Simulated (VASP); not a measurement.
# Ni (Im-3m) in VASP: further runs

Aim: see how the results for Ni move with the level of theory and the settings. Levels: LDA, PBEsol, r2SCAN. Tasks: single point.

Everything below comes from runs of VASP 6.6.1. Logs are shortened: lines on timing, memory, paths and dates and some standing lists are left out, and cuts for length are marked.

**1. The cell of the first run**

Symmetry: Im-3m, No. 229, cubic system. The conventional cell has a = 2.822 Å, b = 2.822 Å, c = 2.822 Å, α = 90.00°, β = 90.00°, γ = 90.00°. Within 3.2 Å of Ni (site symmetry m-3m) lie 14 Ni at 2.44 to 2.82 Å.

**2. Single point, LDA, collinear spin, ferromagnetic start**

INCAR reads:

```
SYSTEM = Ni
PREC = Accurate
ENCUT = 520
EDIFF = 1E-7
ISMEAR = -1
SIGMA = 0.05
LREAL = .FALSE.
LASPH = .TRUE.
NELM = 150
ALGO = Fast
ISIF = 2
LWAVE = .FALSE.
LCHARG = .FALSE.
ISPIN = 2
MAGMOM = 1
LORBIT = 11
LMAXMIX = 4
NBANDS = 15
```

KPOINTS reads:

```
Automatic mesh
0
G
  13 13 13
  0 0 0
```

POSCAR reads:

```
Ni
1.0
   -1.4108540358      1.4108540358      1.4108540358
    1.4108540358     -1.4108540358      1.4108540358
    1.4108540358      1.4108540358     -1.4108540358
Ni
1
Direct
    0.0000000000      0.0000000000      0.0000000000
```

Potentials or basis: VASP PAW LDA potentials, release 64 (Ni).

Run with:

```sh
$ cat potpaw_LDA.64/Ni/POTCAR > POTCAR
$ mpirun -np 1 vasp_std > vasp.out
```

OUTCAR:

```text
SYSTEM = Ni
   PREC = Accurate
   ENCUT = 520
   EDIFF = 1E-7
   ISMEAR = -1
   LREAL = .FALSE.
   LASPH = .TRUE.
   NELM = 150
   ISIF = 2
   ISPIN = 2
   LORBIT = 11

 ion  position               nearest neighbor table
   1  0.000  0.000  0.000-

  LATTYP: Found a body centered cubic cell.
 ALAT       =     2.8217080716

  Lattice vectors:

 A1 = (  -1.4108540358,   1.4108540358,   1.4108540358)
 A2 = (   1.4108540358,  -1.4108540358,   1.4108540358)
 A3 = (   1.4108540358,   1.4108540358,  -1.4108540358)

Analysis of symmetry for initial positions (statically):
=====================================================================
 Subroutine PRICEL returns:
 Original cell was already a primitive cell.

 Routine SETGRP: Setting up the symmetry group for a
 body centered cubic supercell.

 Subroutine GETGRP returns: Found 48 space group operations
 (whereof 48 operations were pure point group operations)
 out of a pool of 48 trial point group operations.

The static configuration has the point symmetry O_h .

Analysis of symmetry for dynamics (positions and initial velocities):
=====================================================================
 Subroutine PRICEL returns:
 Original cell was already a primitive cell.

 Routine SETGRP: Setting up the symmetry group for a
 body centered cubic supercell.

 Subroutine GETGRP returns: Found 48 space group operations
 (whereof 48 operations were pure point group operations)
 out of a pool of 48 trial point group operations.

The dynamic configuration has the point symmetry O_h .

Analysis of structural, dynamic, and magnetic symmetry:
=====================================================================
 Subroutine PRICEL returns:
 Original cell was already a primitive cell.

 Routine SETGRP: Setting up the symmetry group for a
 body centered cubic supercell.

 Subroutine GETGRP returns: Found 48 space group operations
 (whereof 48 operations were pure point group operations)
 out of a pool of 48 trial point group operations.

The overall configuration has the point symmetry O_h .

 Subroutine INISYM returns: Found 48 space group operations
 (whereof 48 operations are pure point group operations),
 and found     1 'primitive' translations

----------------------------------------------------------------------------------------

                                     Primitive cell

  volume of cell :      11.2333

  direct lattice vectors                    reciprocal lattice vectors
    -1.410854036  1.410854036  1.410854036     0.000000000  0.354395272  0.354395272
     1.410854036 -1.410854036  1.410854036     0.354395272  0.000000000  0.354395272
     1.410854036  1.410854036 -1.410854036     0.354395272  0.354395272  0.000000000

  length of vectors
     2.443670872  2.443670872  2.443670872     0.501190600  0.501190600  0.501190600

  position of ions in fractional coordinates (direct lattice)
     0.000000000  0.000000000  0.000000000
[... 120 lines left out ...]
  ext. energy  EPLUGINS =         0.00000000
  ---------------------------------------------------
  free energy    TOTEN  =        -6.40490667 eV

  energy without entropy =       -6.38799982  energy(sigma->0) =       -6.39645324

 E-fermi :   8.4633     XC(G=0): -13.4201

 val. band max:        8.4592990898   @ k =  -0.3077   0.3846   0.2308
 cond. band min:       8.4816558323   @ k =  -0.4615   0.4615   0.3846
 fundamental gap:      0.0223567425
 Fermi energy:         8.4633139059

 spin component 1

 k-point     1 :       0.0000    0.0000    0.0000
  band No.  band energies     occupation
      1      -0.1855      1.00000
      2       6.3041      1.00000
      3       6.3041      1.00000
      4       6.3041      1.00000
      5       7.6421      1.00000
      6       7.6421      1.00000
      7      34.6486      0.00000
      8      34.6486      0.00000
      9      34.6486      0.00000
     10      39.3327      0.00000
     11      39.3327      0.00000
     12      39.7565      0.00000
     13      39.7565      0.00000
     14      39.7565      0.00000
[... 403 lines left out ...]
      4       7.5260      1.00000
      5       7.7140      1.00000
      6       8.2730      0.97827
      7      21.3015      0.00000
      8      25.9220      0.00000
      9      26.9526      0.00000
     10      35.9545      0.00000
     11      39.0885      0.00000
     12      41.8676      0.00000
     13      43.8291      0.00000
     14      47.1535      0.00000
     15      50.0587      0.00000

 [... further k-points ...]

 spin component 2

 k-point     1 :       0.0000    0.0000    0.0000
  band No.  band energies     occupation
      1      -0.1345      1.00000
      2       6.8741      1.00000
      3       6.8741      1.00000
      4       6.8741      1.00000
      5       8.1441      0.99832
      6       8.1441      0.99832
      7      34.6447      0.00000
      8      34.6447      0.00000
      9      34.6447      0.00000
     10      39.3672      0.00000
     11      39.3672      0.00000
     12      39.9279      0.00000
     13      39.9279      0.00000
     14      39.9279      0.00000
[... 403 lines left out ...]
      4       8.0474      0.99976
      5       8.2247      0.99161
      6       8.8503      0.00043
      7      21.4791      0.00000
      8      26.0347      0.00000
      9      27.0982      0.00000
     10      36.0141      0.00000
     11      39.2122      0.00000
     12      41.9423      0.00000
     13      43.9206      0.00000
     14      47.2529      0.00000
     15      50.1844      0.00000

 [... further k-points ...]
[... 5 lines left out ...]
  --------------------------------------------------------------------------------------
  -------------------------------------------------------------------------------------
  Total       -1.3760697     -1.3760697     -1.3760697     -0.0000000      0.0000000      0.0000000
  in kB     -196.2658630   -196.2658630   -196.2658630     -0.0000000      0.0000000      0.0000000
  external PRESSURE =    -196.2658630 kB  Pullay stress =       0.0000000 kB

 VOLUME and BASIS-vectors are now :
 -----------------------------------------------------------------------------
  energy-cutoff  :      520.00
  volume of cell :       11.23
      direct lattice vectors                 reciprocal lattice vectors
    -1.410854036  1.410854036  1.410854036     0.000000000  0.354395272  0.354395272
     1.410854036 -1.410854036  1.410854036     0.354395272  0.000000000  0.354395272
     1.410854036  1.410854036 -1.410854036     0.354395272  0.354395272  0.000000000

 POSITION                                       TOTAL-FORCE (eV/Angst)
 -----------------------------------------------------------------------------------
      0.00000      0.00000      0.00000        -0.000000     -0.000000     -0.000000
 -----------------------------------------------------------------------------------
    total drift:                                0.000000      0.000000      0.000000

  FREE ENERGIE OF THE ION-ELECTRON SYSTEM (eV)
  ---------------------------------------------------
  free  energy   TOTEN  =        -6.4049066692 eV

  energy  without entropy=       -6.3879998179  energy(sigma->0) =       -6.39645324

 total charge

# of ion       s       p       d       tot
------------------------------------------
    1        0.481   0.460   8.330   9.271

 magnetization (x)

# of ion       s       p       d       tot
------------------------------------------
    1       -0.002  -0.010   0.576   0.563
```

Wall time 25 s (1 thread of Intel Xeon Platinum 8259CL at 2.50GHz (Skylake/Cascade Lake), shared host); peak memory 0.13 GiB.

Results:

```
Free energy                                           : -6.4049 eV
Pressure                                              : -19.6 GPa
Net moment                                            : 0.56 μB per cell
Site moments                                          : Ni +0.56 μB
Valence electrons inside the program's atomic spheres : Ni 9.27
```

**3. Single point, PBEsol, collinear spin, ferromagnetic start**

INCAR reads:

```
SYSTEM = Ni
PREC = Accurate ; ENCUT = 520
EDIFF = 1E-6 ; ISMEAR = -1
SIGMA = 0.05 ; LREAL = .FALSE.
LASPH = .TRUE. ; NELM = 150
ALGO = Normal ; ISIF = 2
LWAVE = .FALSE. ; LCHARG = .FALSE.
ISPIN = 2 ; MAGMOM = 1
LORBIT = 11 ; LMAXMIX = 4
GGA = PS ; NBANDS = 15
```

KPOINTS reads:

```
regular mesh
0
G
  13 13 13
  0 0 0
```

POSCAR is that of step 2.

Potentials or basis: VASP PAW PBE potentials, release 64 (Ni).

Run with:

```sh
$ cat potpaw_PBE.64/Ni/POTCAR > POTCAR
$ mpirun -np 1 vasp_std > vasp.out
```

OUTCAR:

```text
SYSTEM = Ni
   PREC = Accurate
   ENCUT = 520
   EDIFF = 1E-6
   ISMEAR = -1
   LREAL = .FALSE.
   LASPH = .TRUE.
   NELM = 150
   ISIF = 2
   ISPIN = 2
   LORBIT = 11
   GGA = PS

 ion  position               nearest neighbor table
   1  0.000  0.000  0.000-

  LATTYP: Found a body centered cubic cell.
 ALAT       =     2.8217080716

  Lattice vectors:

 A1 = (  -1.4108540358,   1.4108540358,   1.4108540358)
 A2 = (   1.4108540358,  -1.4108540358,   1.4108540358)
 A3 = (   1.4108540358,   1.4108540358,  -1.4108540358)

Analysis of symmetry for initial positions (statically):
=====================================================================
 Subroutine PRICEL returns:
 Original cell was already a primitive cell.

 Routine SETGRP: Setting up the symmetry group for a
 body centered cubic supercell.

 Subroutine GETGRP returns: Found 48 space group operations
 (whereof 48 operations were pure point group operations)
 out of a pool of 48 trial point group operations.

The static configuration has the point symmetry O_h .

Analysis of symmetry for dynamics (positions and initial velocities):
=====================================================================
 Subroutine PRICEL returns:
 Original cell was already a primitive cell.

 Routine SETGRP: Setting up the symmetry group for a
 body centered cubic supercell.

 Subroutine GETGRP returns: Found 48 space group operations
 (whereof 48 operations were pure point group operations)
 out of a pool of 48 trial point group operations.

The dynamic configuration has the point symmetry O_h .

Analysis of structural, dynamic, and magnetic symmetry:
=====================================================================
 Subroutine PRICEL returns:
 Original cell was already a primitive cell.

 Routine SETGRP: Setting up the symmetry group for a
 body centered cubic supercell.

 Subroutine GETGRP returns: Found 48 space group operations
 (whereof 48 operations were pure point group operations)
 out of a pool of 48 trial point group operations.

The overall configuration has the point symmetry O_h .

 Subroutine INISYM returns: Found 48 space group operations
[... 153 lines left out ...]
 k-point     1 :       0.0000    0.0000    0.0000
  band No.  band energies     occupation
      1      -0.0976      1.00000
      2       6.3878      1.00000
      3       6.3878      1.00000
      4       6.3878      1.00000
      5       7.7345      1.00000
      6       7.7345      1.00000
      7      34.7198      0.00000
      8      34.7198      0.00000
      9      34.7198      0.00000
     10      39.3863      0.00000
     11      39.3863      0.00000
     12      40.0335      0.00000
     13      40.0335      0.00000
     14      40.0335      0.00000
[... 403 lines left out ...]
      4       7.6159      1.00000
      5       7.8059      1.00000
      6       8.3413      0.99656
      7      21.3943      0.00000
      8      26.0020      0.00000
      9      27.1249      0.00000
     10      36.0313      0.00000
     11      39.2400      0.00000
     12      42.0090      0.00000
     13      43.9610      0.00000
     14      47.3261      0.00000
     15      50.2183      0.00000

 [... further k-points ...]

 spin component 2

 k-point     1 :       0.0000    0.0000    0.0000
  band No.  band energies     occupation
      1      -0.0884      1.00000
      2       7.0797      1.00000
      3       7.0797      1.00000
      4       7.0797      1.00000
      5       8.2990      0.99852
      6       8.2990      0.99852
      7      34.6451      0.00000
      8      34.6451      0.00000
      9      34.6451      0.00000
     10      39.3510      0.00000
     11      39.3510      0.00000
     12      40.2291      0.00000
     13      40.2291      0.00000
     14      40.2291      0.00000
[... 403 lines left out ...]
      4       8.2139      0.99973
      5       8.3825      0.99220
      6       9.0398      0.00025
      7      21.5617      0.00000
      8      26.0791      0.00000
      9      27.2660      0.00000
     10      36.0352      0.00000
     11      39.3428      0.00000
     12      42.0454      0.00000
     13      44.0136      0.00000
     14      47.3996      0.00000
     15      50.3408      0.00000

 [... further k-points ...]
[... 5 lines left out ...]
  --------------------------------------------------------------------------------------
  -------------------------------------------------------------------------------------
  Total       -0.9062148     -0.9062148     -0.9062148     -0.0000000     -0.0000000      0.0000000
  in kB     -129.2514681   -129.2514681   -129.2514681     -0.0000000     -0.0000000      0.0000000
  external PRESSURE =    -129.2514681 kB  Pullay stress =       0.0000000 kB

 VOLUME and BASIS-vectors are now :
 -----------------------------------------------------------------------------
  energy-cutoff  :      520.00
  volume of cell :       11.23
      direct lattice vectors                 reciprocal lattice vectors
    -1.410854036  1.410854036  1.410854036     0.000000000  0.354395272  0.354395272
     1.410854036 -1.410854036  1.410854036     0.354395272  0.000000000  0.354395272
     1.410854036  1.410854036 -1.410854036     0.354395272  0.354395272  0.000000000

 POSITION                                       TOTAL-FORCE (eV/Angst)
 -----------------------------------------------------------------------------------
      0.00000      0.00000      0.00000         0.000000     -0.000000      0.000000
 -----------------------------------------------------------------------------------
    total drift:                                0.000000      0.000000      0.000000

  FREE ENERGIE OF THE ION-ELECTRON SYSTEM (eV)
  ---------------------------------------------------
  free  energy   TOTEN  =        -6.0067889922 eV

  energy  without entropy=       -5.9909549948  energy(sigma->0) =       -5.99887199

 total charge

# of ion       s       p       d       tot
------------------------------------------
    1        0.482   0.467   8.313   9.262

 magnetization (x)

# of ion       s       p       d       tot
------------------------------------------
    1       -0.003  -0.015   0.630   0.612
```

Run time: 25 s. Hardware: 1 thread of Intel Xeon Platinum 8259CL at 2.50GHz (Skylake/Cascade Lake), shared host; peak memory 0.14 GiB.

Results:

| Item | Value |
| --- | --- |
| Free energy | -6.0068 eV |
| Pressure | -12.9 GPa |
| Net moment | 0.60 μB per cell |
| Site moments | Ni +0.61 μB |
| Valence electrons inside the program's atomic spheres | Ni 9.26 |

Caveat: the PAW data sets were made with another functional, which shifts forces and pressure a little.

(Continued in part 2 of 2.)
